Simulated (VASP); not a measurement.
Input of a VASP 6.6.1 run:

Contents of INCAR:

```
SYSTEM = ZnInGaO4
  ALGO = Normal
  EDIFF = 1E-7
  ENCUT = 520
  GGA = PS
  ISIF = 2
  ISMEAR = 0
  LASPH = .TRUE.
  LCHARG = .FALSE.
  LREAL = .FALSE.
  LWAVE = .FALSE.
  NBANDS = 40
  NELM = 80
  PREC = Accurate
  SIGMA = 0.05
```

Contents of KPOINTS:

```
k-points
0
G
  12 12 12
  0 0 0
```

File POSCAR:

```
ZnInGaO4
1.0
    1.6803268679      0.9701371695      8.7134054620
   -1.6803268679      0.9701371695      8.7134054620
    0.0000000000     -1.9402743390      8.7134054620
Zn In Ga O
1 1 1 4
Direct
    0.2183820000      0.2183820000      0.2183820000
    0.0085062846      0.0085062846      0.0085062846
    0.7870340000      0.7870340000      0.7870340000
    0.2951430000      0.2951430000      0.2951430000
    0.7113580000      0.7113580000      0.7113580000
    0.1217170000      0.1217170000      0.1217170000
    0.8635990000      0.8635990000      0.8635990000
```

Potentials or basis: VASP PAW PBE potentials, release 64 (Zn, In_d, Ga_d, O).

The run is started by

```bash
$ cat potpaw_PBE.64/Zn/POTCAR potpaw_PBE.64/In_d/POTCAR potpaw_PBE.64/Ga_d/POTCAR potpaw_PBE.64/O/POTCAR > POTCAR
$ mpirun -np 1 vasp_std > vasp.out
```

What does it give for the pressure?

-5.5 GPa.

Estimate the band gap on the k mesh.

0.81 eV.

Estimate the largest force.

2.290 eV/Å.

Forces on the atoms (eV/Å):
```
Zn   0.000  0.000  0.563
In   0.000  0.000 -2.290
Ga   0.000  0.000  0.696
O    0.000  0.000  0.926
O    0.000  0.000  0.964
O    0.000  0.000 -0.404
O    0.000  0.000 -0.457
```

Caveat: the cell differs from its parent crystal (atom 2 (In) moved +0.150 Å along Cartesian [0 0 1]); the cell stands under tension; the PAW data sets were made with another functional, which shifts forces and pressure a little; spin-orbit coupling is left out, which moves the levels of the heavy elements. A k mesh can miss the band edges.
